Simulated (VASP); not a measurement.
Write the native input for VASP 6.6.1 that does the following.

| Quantity | Value |
| --- | --- |
| Task | single point |
| Functional | PBEsol |
| Potentials or basis | VASP PAW PBE potentials, release 64 (W_sv, S) |
| Cutoff | 520 eV |
| k mesh | 12 × 12 × 12 |
| Occupations | gaussian, width 0.05 eV |
| Spin | no spin polarisation |
| Dipole correction | no |
| Further INCAR settings | ALGO = Normal; EDIFF = 1e-06; NBANDS = 20 |

The structure of WS2 lies in POSCAR:

```
WS2
1.0
    1.5316303727      0.8842872080      6.2557799500
   -1.5316303727      0.8842872080      6.2557799500
    0.0000000000     -1.7685744160      6.2557799500
W S
1 2
Direct
    0.0000000000      0.0000000000      0.0000000000
    0.7503000000      0.7503000000      0.7503000000
    0.5810000000      0.5810000000      0.5810000000
```

This cell differs from its parent crystal: strain -0.030 along x and y, +0.015 along z.

These files were run (other wordings do the same):

INCAR

```
PREC = Accurate
ENCUT = 520
EDIFF = 1E-6
ISMEAR = 0
SIGMA = 0.05
LREAL = False
LASPH = True
NELM = 100
ALGO = Normal
ISIF = 2
LWAVE = False
LCHARG = False
GGA = PS
NBANDS = 20
```

KPOINTS

```
Automatic mesh
0
Gamma
  12 12 12
```

Potentials or basis: VASP PAW PBE potentials, release 64 (W_sv, S).

Command:

```console
$ cat potpaw_PBE.64/W_sv/POTCAR potpaw_PBE.64/S/POTCAR > POTCAR
$ mpirun -np 1 vasp_std > vasp.out
```

It gave:

The pressure is 7.6 GPa. The largest force is 0.668 eV/Å and the band gap on the k mesh is 1.11 eV (least direct gap 2.34 eV).

Caveat: the cell differs from its parent crystal (strain -0.030 along x and y, +0.015 along z); the cell stands under pressure; the PAW data sets were made with another functional, which shifts forces and pressure a little; spin-orbit coupling is left out, which moves the levels of the heavy elements.

Run time: 5.6 min on 1 thread of Intel(R) Xeon(R) Platinum 8488C (Sapphire Rapids), with other jobs on the host, peak memory 0.43 GiB.
